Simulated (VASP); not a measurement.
A run of VASP 6.6.1:

File INCAR:

```
PREC = Accurate ; ENCUT = 520
EDIFF = 1E-6 ; ISMEAR = 0
SIGMA = 0.01 ; LREAL = F
LASPH = T ; NELM = 100
ALGO = Normal ; ISIF = 2
LWAVE = F ; LCHARG = T
GGA = PS ; LELF = T
LVHAR = T ; NBANDS = 11
```

Contents of KPOINTS:

```
regular mesh
0
Gamma
  8 8 8
```

File POSCAR:

```
NaH
1.0
    0.0000000000      2.3836984719      2.3836984719
    2.3836984719      0.0000000000      2.3836984719
    2.3836984719      2.3836984719      0.0000000000
Na H
1 1
Direct
    0.0000000000      0.0000000000      0.0000000000
    0.5000000000      0.5000000000      0.5000000000
```

Potentials or basis: VASP PAW PBE potentials, release 64 (Na_pv, H).

Launch:

```console
$ cat potpaw_PBE.64/Na_pv/POTCAR potpaw_PBE.64/H/POTCAR > POTCAR
$ mpirun -np 1 vasp_std > vasp.out
```

Hardware: 1 thread of Intel Xeon 8259CL (shared host).

Q: How long does it take, and how much memory?

A: Wall time 16 s on 1 thread of Intel Xeon 8259CL (shared host), peak memory 0.15 GiB. Counts: scf iterations 11, k points 29.
